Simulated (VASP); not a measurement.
# BaTiO3 (Pm-3m) in VASP: a series of runs, part 3 of 3

VASP 6.6.1.

### Step 7. Single point, PBE

Input file INCAR:

```
PREC     = Accurate       # precision mode
ENCUT    = 520            # plane-wave cutoff, eV
EDIFF    = 1E-7           # SCF threshold, eV
ISMEAR   = 0              # smearing method
SIGMA    = 0.02           # smearing width, eV
LREAL    = False          # projectors in reciprocal space
LASPH    = True           # aspherical terms in the spheres
NELM     = 100            # most SCF steps
ALGO     = Normal         # electronic algorithm
ISIF     = 2              # what is computed and relaxed
LWAVE    = False          # write WAVECAR
LCHARG   = False          # write CHGCAR
GGA      = PE             # functional
NBANDS   = 28             # bands
```

Input file KPOINTS:

```
Automatic mesh
0
Gamma
  8 8 8
```

Input file POSCAR:

```
BaTiO3
1.0
    4.0192481786      0.0000000000      0.0000000000
    0.0000000000      4.0192481786      0.0000000000
    0.0000000000      0.0000000000      4.0192481786
Ba Ti O
1 1 3
Direct
    0.5000000000      0.5000000000      0.5000000000
    0.0000000000      0.0000000000      0.0000000000
    0.5000000000      0.0000000000      0.0000000000
    0.0000000000      0.5000000000      0.0000000000
    0.0000000000      0.0000000000      0.5000000000
```

Potentials or basis: VASP PAW PBE potentials, release 64 (Ba_sv, Ti_sv, O).

Command:

```bash
> cat potpaw_PBE.64/Ba_sv/POTCAR potpaw_PBE.64/Ti_sv/POTCAR potpaw_PBE.64/O/POTCAR > POTCAR
> mpirun -np 1 vasp_std > vasp.out
```

OUTCAR:

```text
PREC = Accurate
   ENCUT = 520
   EDIFF = 1E-7
   ISMEAR = 0
   LREAL = False
   LASPH = True
   NELM = 100
   ISIF = 2
   GGA = PE

 ion  position               nearest neighbor table
   1  0.500  0.500  0.500-   3 2.84   4 2.84   5 2.84   3 2.84   4 2.84   3 2.84   5 2.84   3 2.84
                             4 2.84   5 2.84   4 2.84   5 2.84   2 3.48   2 3.48   2 3.48   2 3.48
   2  0.000  0.000  0.000-   3 2.01   4 2.01   5 2.01   5 2.01   4 2.01   3 2.01   1 3.48   1 3.48
                             1 3.48   1 3.48   1 3.48   1 3.48   1 3.48   1 3.48
   3  0.500  0.000  0.000-   2 2.01   2 2.01   1 2.84   1 2.84   1 2.84   1 2.84
   4  0.000  0.500  0.000-   2 2.01   2 2.01   1 2.84   1 2.84   1 2.84   1 2.84
[... 951 lines left out ...]
  Total        0.6975191      0.6975191      0.6975191      0.0000000     -0.0000000      0.0000000
  in kB       17.2120344     17.2120344     17.2120344      0.0000000     -0.0000000      0.0000000
  external PRESSURE =      17.2120344 kB  Pullay stress =       0.0000000 kB

 VOLUME and BASIS-vectors are now :
 -----------------------------------------------------------------------------
  energy-cutoff  :      520.00
  volume of cell :       64.93
      direct lattice vectors                 reciprocal lattice vectors
     4.019248179  0.000000000  0.000000000     0.248802750  0.000000000  0.000000000
     0.000000000  4.019248179  0.000000000     0.000000000  0.248802750  0.000000000
     0.000000000  0.000000000  4.019248179     0.000000000  0.000000000  0.248802750

 POSITION                                       TOTAL-FORCE (eV/Angst)
 -----------------------------------------------------------------------------------
      2.00962      2.00962      2.00962         0.000000      0.000000      0.000000
      0.00000      0.00000      0.00000         0.000000      0.000000      0.000000
      2.00962      0.00000      0.00000         0.000000      0.000000      0.000000
      0.00000      2.00962      0.00000         0.000000      0.000000      0.000000
      0.00000      0.00000      2.00962         0.000000      0.000000      0.000000
 -----------------------------------------------------------------------------------
    total drift:                                0.000000     -0.000000      0.000000

  FREE ENERGIE OF THE ION-ELECTRON SYSTEM (eV)
  ---------------------------------------------------
  free  energy   TOTEN  =       -39.9817739832 eV

  energy  without entropy=      -39.9817739832  energy(sigma->0) =      -39.98177398
```

OSZICAR:

```text
N       E                     dE             d eps       ncg     rms          rms(c)
DAV:   1     0.422415656300E+03    0.42242E+03   -0.20470E+04  1960   0.151E+03
DAV:   2    -0.900951333726E+01   -0.43143E+03   -0.41062E+03  2296   0.413E+02
DAV:   3    -0.489878870102E+02   -0.39978E+02   -0.39620E+02  2272   0.131E+02
DAV:   4    -0.510103952585E+02   -0.20225E+01   -0.20186E+01  3048   0.261E+01
DAV:   5    -0.510481984270E+02   -0.37803E-01   -0.37793E-01  2460   0.339E+00    0.226E+01
DAV:   6    -0.402149748246E+02    0.10833E+02   -0.57680E+01  2760   0.654E+01    0.984E+00
DAV:   7    -0.401548085920E+02    0.60166E-01   -0.10106E+01  2580   0.229E+01    0.648E+00
DAV:   8    -0.399779389341E+02    0.17687E+00   -0.62567E-01  2340   0.688E+00    0.344E+00
DAV:   9    -0.400150784382E+02   -0.37140E-01   -0.38134E-01  2760   0.524E+00    0.167E+00
DAV:  10    -0.399868973317E+02    0.28181E-01   -0.19340E-01  2260   0.446E+00    0.592E-01
DAV:  11    -0.399818054297E+02    0.50919E-02   -0.22348E-02  2620   0.979E-01    0.157E-01
DAV:  12    -0.399820612854E+02   -0.25586E-03   -0.25242E-03  2404   0.464E-01    0.148E-01
DAV:  13    -0.399817735051E+02    0.28778E-03   -0.95397E-04  2348   0.321E-01    0.240E-02
DAV:  14    -0.399817732957E+02    0.20945E-06   -0.31978E-05  2460   0.391E-02    0.110E-02
DAV:  15    -0.399817740148E+02   -0.71911E-06   -0.49177E-06  2420   0.154E-02    0.281E-03
DAV:  16    -0.399817739832E+02    0.31588E-07   -0.91382E-07  2632   0.822E-03
   1 F= -.39981774E+02 E0= -.39981774E+02  d E =-.537918E-69
```

stdout:

```text
POSCAR found type information on POSCAR BaTiO
 POSCAR found :  3 types and       5 ions
 scaLAPACK will be used
 LDA part: xc-table for (Slater+PW92), standard interpolation
 POSCAR, INCAR and KPOINTS ok, starting setup
 FFT: planning ... GRIDC
 FFT: planning ... GRID_SOFT
 FFT: planning ... GRID
 WAVECAR not read
 entering main loop
```

It took 91 s on 1 thread of Intel Xeon 8259CL, shared host; peak memory 0.21 GiB.

What came out:

```yaml
Free_energy: -39.9818 eV
Pressure: 1.7 GPa
Band_gap_on_the_k_mesh: 1.72 eV, indirect (least direct gap 1.88 eV)
```

Caveat: spin-orbit coupling is left out, which moves the levels of the heavy elements. A k mesh can miss the band edges.

### Step 8. Overview

```tsv
cell	gap on the mesh (eV)	pressure (GPa)
a = 4.019 Å, 5 atoms	1.72	1.7
a = 4.059 Å, 5 atoms	1.66	-3.0
a = 4.098 Å, 5 atoms	1.60	-6.9
a = 4.149 Å, 5 atoms	1.53	-11.3
```

Alike in all rows: task single point; level PBE; potentials or basis VASP PAW PBE potentials, release 64 (Ba_sv, Ti_sv, O); no spin polarisation; k mesh 8 × 8 × 8; cutoff (eV) 520; smearing gaussian 0.02 eV.

Caveats: spin-orbit coupling is left out, which moves the levels of the heavy elements.

Total energies depend on the potentials used, so only differences within one code and one set of settings carry meaning.
